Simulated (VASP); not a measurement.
Here is a VASP 6.6.1 calculation.

The input POSCAR:

```
Os
1.0
    0.0000000000      1.9450000000      1.9450000000
    1.9450000000      0.0000000000      1.9450000000
    1.9450000000      1.9450000000      0.0000000000
Os
1
Direct
    0.0000000000      0.0000000000      0.0000000000
```

INCAR.step1

```
SYSTEM = Os
ALGO = Normal
EDIFF = 1E-5
ENCUT = 520
GGA = PE
GGA_COMPAT = .False.
ISIF = 2
ISMEAR = 1
LASPH = .True.
LREAL = .False.
LWAVE = .True.
NBANDS = 10
NELM = 120
PREC = Accurate
SIGMA = 0.15
```

Contents of INCAR.step2:

```
SYSTEM = Os
AEXX = 0.25
ALGO = Normal
EDIFF = 1E-6
ENCUT = 520
GGA = PE
GGA_COMPAT = .False.
HFSCREEN = 0.3
ISIF = 2
ISMEAR = 1
ISTART = 1
LASPH = .True.
LCHARG = .True.
LELF = .True.
LHFCALC = .True.
LREAL = .False.
LVHAR = .True.
LWAVE = .False.
NBANDS = 10
NELM = 120
PREC = Accurate
PRECFOCK = Normal
SIGMA = 0.15
```

KPOINTS

```
k-points
0
Gamma
  7 7 7
  0 0 0
```

Potentials or basis: VASP PAW PBE potentials, release 64 (Os).

Launch:

```bash
$ cat potpaw_PBE.64/Os/POTCAR > POTCAR
$ cp INCAR.step1 INCAR
$ mpirun -np 1 vasp_std > vasp.out
$ cp INCAR.step2 INCAR
$ mpirun -np 1 vasp_std > vasp.out
```

(1) Predict the band gap on the k mesh.

(2) Predict the pressure.

## Answers

(1) zero (bands 4 and 5 overlap by 3.52 eV).

(2) -20.2 GPa.

Caveat: the k points lie up to 0.40 Å⁻¹ apart, too coarse for converged energies and pressures of a metal; the PAW data sets were made with another functional, which shifts forces and pressure a little; spin-orbit coupling is left out, which moves the levels of the heavy elements.
